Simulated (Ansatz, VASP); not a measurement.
# MgO: VASP beside Ansatz

```
Mg O
1.0
     2.93802    0.00000    0.00000
    -1.46901    2.54440    0.00000
     0.00000    0.00000    2.67968
Mg O
1 1
Direct
  0.00000 0.00000 0.00000
  0.33333 0.66667 0.50000
```

Alike in both runs: functional PBEsol; dispersion D3(BJ); k mesh 10 × 10 × 10; occupations fermi-dirac, width 0.05 eV; no spin polarisation.

```csv
,VASP,Ansatz
version,VASP 6.6.1,Ansatz 0.2.0
potentials or method,"VASP PAW PBE potentials, release 64 (Mg, O), cutoff 520 eV","all-electron LAPW, scalar-relativistic"
task,single point,band structure
```

Ansatz gave:

| Property | Result |
| --- | --- |
| gap on the k mesh at the Fermi level (eV) | 2.93 |
| least direct gap on the mesh (eV) | 3.33 |
| pressure (GPa) | -7.6 |
| traceless stress, the component that is largest in VASP (GPa) | -0.11 |

What did VASP give for the same quantities?

gap on the k mesh at the Fermi level (eV): 2.93; least direct gap on the mesh (eV): 3.33; pressure (GPa): -8.2; traceless stress, the component that is largest in VASP (GPa): -0.18.

VASP's potentials were made for PBE, not for PBEsol. Ansatz ran all-electron here, and VASP with PAW potentials.
